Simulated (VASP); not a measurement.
Si4O7 (a cell with a defect): single point with LDA

The system is Si4O7 (a cell with a defect).

```
CELL_PARAMETERS angstrom
0.00000 4.15486 -2.66143
0.00000 -4.15486 -2.66143
-4.15486 0.00000 2.66143
ATOMIC_POSITIONS crystal
Si 0.25000 0.75000 0.50000
Si 0.75000 0.25000 0.50000
Si 0.00000 0.00000 0.00000
Si 0.50000 0.50000 0.00000
O 0.00000 0.30556 0.30556
O 0.55556 0.75000 0.80556
O 0.05556 0.25000 0.80556
O 0.00000 0.69444 0.69444
O 0.43618 0.04861 0.48479
O 0.94444 0.75000 0.19444
O 0.44444 0.25000 0.19444
```

This cell differs from its parent crystal: atoms taken out, atom 9 moved 0.375 of the way to it and -0.375 Å across, host rigid.

* Program: VASP 6.6.1
* Task: single point
* Functional: LDA
* Potentials or basis: VASP PAW LDA potentials, release 64 (Si, O)
* Cutoff: 520 eV
* k mesh: 6 × 6 × 6
* Occupations: gaussian, width 0.05 eV
* Spin: no spin polarisation
* Dipole correction: no
* Further INCAR settings: ALGO = Normal; EDIFF = 1e-07; NBANDS = 40

| Property | Result |
| --- | --- |
| Pressure | 32.6 GPa |
| Largest force | 12.875 eV/Å |
| Band gap on the k mesh | 0.09 eV |

Forces in eV/Å, atoms in the order of the input:
```
Si    1.310   4.914  11.828
Si    1.310   4.914 -11.828
Si   -0.402   0.138   0.000
Si   -3.148  -2.305   0.000
O     0.074   0.145   0.000
O     1.449  -0.684  -1.106
O     1.449  -0.684   1.106
O    -0.171  -0.112   0.000
O    -7.306  -5.322   0.000
O     2.718  -0.503   2.367
O     2.718  -0.503  -2.367
```

Stress tensor (GPa, compression positive):
```
12.10 -6.46  0.00
-6.46 14.47  0.00
 0.00  0.00 71.28
```

Levels at points of the mesh, in eV from the valence-band top:
| k point | band 26 | band 27 | band 28 | band 29 | band 30 | band 31 | band 32 | band 33 |
| --- | --- | --- | --- | --- | --- | --- | --- | --- |
| (0.00, 0.00, 0.00) | -5.47 | -5.06 | -4.52 | -2.09 | 0.24 | 2.60 | 2.78 | 3.65 |
| (0.50, 0.00, 0.00) | -6.01 | -5.64 | -4.91 | -0.38 | 0.85 | 1.84 | 2.87 | 4.12 |
| (0.50, 0.00, 0.50) | -5.37 | -5.19 | -5.00 | -0.40 | 0.80 | 1.50 | 2.83 | 4.45 |
| (0.50, 0.50, 0.00) | -5.78 | -5.57 | -5.44 | -0.90 | 0.61 | 3.74 | 3.81 | 4.09 |
| (0.00, 0.00, 0.50) | -5.78 | -5.67 | -5.38 | -0.64 | 0.53 | 3.17 | 3.59 | 4.25 |
| (0.50, 0.50, 0.50) | -6.54 | -6.14 | -5.77 | -0.15 | 1.11 | 2.44 | 2.94 | 4.40 |

Run time: 4.7 min on 1 thread of Intel(R) Xeon(R) Platinum 8488C (Sapphire Rapids) (shared host), peak memory 0.3 GiB.

Caveat: the cell differs from its parent crystal (atoms taken out, atom 9 moved 0.375 of the way to it and -0.375 Å across, host rigid); semilocal functionals underestimate gaps, and a narrow one can read as zero.
